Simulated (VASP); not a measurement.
SnO2:

```
Sn O
1.0
     4.78800    0.00000    0.00000
     0.00000    4.86658    0.00000
     0.00000    0.00000    3.24090
Sn O
2 4
Direct
  0.50000 0.50000 0.50000
  0.00000 0.00000 0.00000
  0.29185 0.32104 0.00000
  0.79185 0.17896 0.50000
  0.20814 0.82104 0.50000
  0.70815 0.67896 0.00000
```

```yaml
Program: VASP 6.6.1
Task: relaxation of cell and atoms
Functional: PBEsol
Potentials_or_basis: VASP PAW PBE potentials, release 64 (Sn_d, O)
Cutoff: 600 eV
k_mesh: 6 × 6 × 8
Occupations: gaussian, width 0.02 eV
Spin: no spin polarisation
```

At the start: pressure -5.9 GPa; volume 12.59 Å³/atom.

Task: Where does the relaxation end?

Result: Over 30 steps the energy falls by 9.5 meV/atom and the volume is 12.20 Å³/atom (-3.1 %); space group P4_2/mnm (No. 136, to 0.05 Å).

The path:
```
step  energy change (eV)  largest force (eV/Å)  pressure (GPa)  volume (Å³)
   1              0.0000                0.1053           -5.89        75.52
   2              0.0202                0.2809            8.05        70.57
   3             -0.0450                0.0998           -0.09        73.21
   4             -0.0450                0.1020            0.05        73.16
   5             -0.0472                0.0537            0.11        73.03
   6             -0.0474                0.0609            0.19        72.99
   7             -0.0481                0.0569           -0.17        73.11
   8             -0.0484                0.0530           -0.58        73.27
   9             -0.0487                0.0505           -0.52        73.26
  10             -0.0495                0.0487           -0.39        73.22
  11             -0.0507                0.0689           -0.11        73.15
  12             -0.0511                0.1439            0.45        73.01
  13             -0.0512                0.1200            0.28        73.05
  14             -0.0519                0.1130            0.26        73.06
  15             -0.0536                0.0931            0.19        73.10
  16             -0.0559                0.0534            0.05        73.18
  17             -0.0566                0.0262           -0.38        73.32
  18             -0.0570                0.0013           -0.21        73.27
  19             -0.0570                0.0055           -0.19        73.27
  20             -0.0571                0.0077            0.17        73.15
  21             -0.0571                0.0071            0.10        73.17
  22             -0.0572                0.0008            0.02        73.20
  23             -0.0572                0.0034           -0.02        73.21
  24             -0.0572                0.0011            0.06        73.20
  25             -0.0572                0.0011            0.03        73.20
  26             -0.0572                0.0009            0.03        73.20
  27             -0.0572                0.0004            0.05        73.20
  28             -0.0572                0.0004            0.02        73.20
  29             -0.0572                0.0007            0.02        73.21
  30             -0.0572                0.0013            0.00        73.21
```

Final structure:
```
CELL_PARAMETERS angstrom
4.77149 0.00000 0.00000
0.00000 4.77224 0.00000
0.00000 0.00000 3.21515
ATOMIC_POSITIONS crystal
Sn 0.50000 0.50000 0.50000
Sn 0.00000 0.00000 0.00000
O 0.30634 0.30614 0.00000
O 0.80634 0.19386 0.50000
O 0.19366 0.80614 0.50000
O 0.69366 0.69386 0.00000
```

Caveat: the PAW data sets were made with another functional, which shifts forces and pressure a little.
